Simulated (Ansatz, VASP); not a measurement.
One calculation of HfBr2F2, two programs

```xyz
5
Lattice="3.7774 0.0000 0.0000 -1.8887 3.2713 0.0000 0.0000 0.0000 8.4393" Properties=species:S:1:pos:R:3 pbc="T T T"
Hf    0.0000    0.0000    0.0000
Br    0.0000    2.1809    2.2889
Br    1.8887    1.0904    6.1504
F     0.0000    2.1809   -0.4607
F     1.8887    1.0904    8.9000
```

Change from the starting cell: species swapped into the MnH2O2 type (P-3m1, No. 164).

Alike in both runs: functional PBE; k mesh 6 × 6 × 4; occupations gaussian, width 0.1 eV; no spin polarisation.

Ansatz relaxed the structure, and its values are those at the end. VASP's run is a single point on that final structure, the one shown.

|  | VASP | Ansatz |
| --- | --- | --- |
| version | VASP 6.6.1 | Ansatz 0.2.0 |
| potentials or method | VASP PAW PBE potentials, release 64 (Hf_pv, Br, F), cutoff 520 eV | scalar-relativistic, plane waves, PAW |
| valence electrons in the cell | 38 | 54 |

|  | VASP | Ansatz | Ansatz less VASP |
| --- | --- | --- | --- |
| gap on the k mesh at the Fermi level (eV) | 2.34 | 2.37 | +0.037 |
| least direct gap on the mesh (eV) | 2.34 | 2.37 | +0.037 |
| pressure (GPa) | -0.8 | 0.2 | +1.02 |
| rms of the force components (eV/Å) | 0.025 | 0.006 | -0.0193 |

VASP's potentials hold 38 valence electrons a cell and Ansatz's 54, so a difference there can come from the potentials and not from the codes.

Spin-orbit coupling is off throughout.
